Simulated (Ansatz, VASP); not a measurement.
Given: the input of a run of VASP 6.6.1 on Ge.

File INCAR:

```
PREC = Accurate
ENCUT = 520
EDIFF = 1E-7
ISMEAR = 0
SIGMA = 0.017
LREAL = F
LASPH = T
NELM = 80
ALGO = Normal
ISIF = 2
LWAVE = F
LCHARG = F
GGA = PE
NBANDS = 36
```

KPOINTS

```
regular mesh
0
Gamma
  8 8 4
```

The input POSCAR:

```
Ge
1.0
    3.9975858431      0.0000000000      0.0000000000
   -1.9987929216      3.4620108940      0.0000000000
    0.0000000000      0.0000000000      6.5993779500
Ge
4
Direct
    0.3333333333      0.6666666667      0.9370987500
    0.6666666667      0.3333333333      0.4370987500
    0.3333333333      0.6666666667      0.5629012500
    0.6666666667      0.3333333333      0.0629012500
```

Potentials or basis: VASP PAW PBE potentials, release 64 (Ge_d).

Launch:

```console
$ cat potpaw_PBE.64/Ge_d/POTCAR > POTCAR
$ mpirun -np 1 vasp_std > vasp.out
```

Question: Set up the same calculation for Ansatz 0.2.0. Potentials there: Ansatz PAW.

Answer: As run (the cutoff follows the program's own potentials):

Contents of input.yaml:

```yaml
crystal:
  lattice:
    - [3.9975858431, 0.0, 0.0]
    - [-1.9987929216, 3.462010894, 0.0]
    - [0.0, 0.0, 6.59937795]
  atoms:
    - { symbol: Ge, position: [0.3333333333, 0.6666666667, 0.93709875] }
    - { symbol: Ge, position: [0.6666666667, 0.3333333333, 0.43709875] }
    - { symbol: Ge, position: [0.3333333333, 0.6666666667, 0.56290125] }
    - { symbol: Ge, position: [0.6666666667, 0.3333333333, 0.06290125] }
hamiltonian:
  xc: pbe
  pseudopotentials: { kind: paw }
kpoints:
  mp_grid: { grid: [8, 8, 4] }
scf:
  occupations: { method: gaussian, width: 0.017 }
output:
  forces: true
  stress: true
  eigenvalues: true
```

Potentials or basis: Ansatz PAW.

Command:

```sh
$ ansatz run input.yaml --threads 1 --pin off --max-ram 3584MiB --backend cpu --events-out ev --progress --plain --runs-dir out
```

Both were run:

|  | VASP | Ansatz | Ansatz less VASP |
| --- | --- | --- | --- |
| gap on the k mesh at the Fermi level (eV) | 0.12 | 0.13 | +0.005 |
| least direct gap on the mesh (eV) | 0.12 | 0.13 | +0.005 |
| pressure (GPa) | 2.9 | 3.0 | +0.05 |
| traceless stress, the component that is largest in VASP (GPa) | -0.15 | -0.15 | -0.005 |
| rms of the force components (eV/Å) | 0.011 | 0.011 | -0.0002 |

Atom by atom the forces differ by 0.000 eV/Å (rms over components). With one functional, cell and mesh, what is left measures potentials, basis and numerics.
